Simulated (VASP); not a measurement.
**Ge2Sb2Te5: single point with PBE**

Crystal: Ge2Sb2Te5.

```
CELL_PARAMETERS angstrom
4.48026 0.00000 0.00000
-2.24013 3.88002 0.00000
0.00000 0.00000 19.00387
ATOMIC_POSITIONS crystal
Ge 0.00000 0.00000 0.33147
Ge 0.00000 0.00000 0.66853
Sb 0.33333 0.66667 0.11216
Sb 0.66667 0.33333 0.88784
Te 0.00000 0.00000 0.00000
Te 0.33333 0.66667 0.79136
Te 0.66667 0.33333 0.20864
Te 0.33333 0.66667 0.40975
Te 0.66667 0.33333 0.59025
```

* Program: VASP 6.6.1
* Task: single point
* Functional: PBE
* Potentials or basis: VASP PAW PBE potentials, release 64 (Ge_d, Sb, Te)
* Cutoff: 520 eV
* k mesh: 12 × 12 × 2
* Occupations: gaussian, width 0.03 eV
* Spin: no spin polarisation
* Dipole correction: no
* Further INCAR settings: ALGO = Normal; EDIFF = 1e-07; NBANDS = 44

```json
{"Pressure": "-4.9 GPa", "Largest force": "0.735 eV/Å", "Band gap on the k mesh": "0.06 eV"}
```

Forces in eV/Å, atoms in the order of the input:
```
Ge   0.000  0.000  0.536
Ge   0.000  0.000 -0.536
Sb   0.000  0.000  0.274
Sb   0.000  0.000 -0.274
Te   0.000  0.000  0.000
Te   0.000  0.000  0.735
Te   0.000  0.000 -0.735
Te   0.000  0.000 -0.674
Te   0.000  0.000  0.674
```

Stress tensor (GPa, compression positive):
```
-4.99  0.00  0.00
 0.00 -4.99  0.00
 0.00  0.00 -4.71
```

Levels at points of the mesh, in eV from the valence-band top:
```
           k point  band 31  band 32  band 33  band 34  band 35  band 36  band 37  band 38
(0.00, 0.00, 0.00)    -1.18    -1.07    -1.07    -0.18     0.15     0.23     0.23     0.94
(0.50, 0.00, 0.00)    -1.53    -1.42    -1.16    -1.05     0.37     0.55     0.67     1.31
(0.00, 0.00, 0.50)    -1.09    -1.09    -1.08    -0.19     0.16     0.24     0.24     0.94
(0.50, 0.00, 0.50)    -1.69    -1.64    -1.36    -0.65     0.13     0.62     0.80     1.50
```

Run time: 12 min on 1 thread of Intel(R) Xeon(R) Platinum 8259CL CPU @ 2.50GHz (Skylake/Cascade Lake), on a shared host, peak memory 0.78 GiB.

Caveat: the cell stands under tension; semilocal functionals underestimate gaps, and a narrow one can read as zero; spin-orbit coupling is left out, which moves the levels of the heavy elements; this functional lacks dispersion, which binds layers or chains, so the pressure and a relaxed spacing across them are unreliable. A k mesh can miss the band edges.
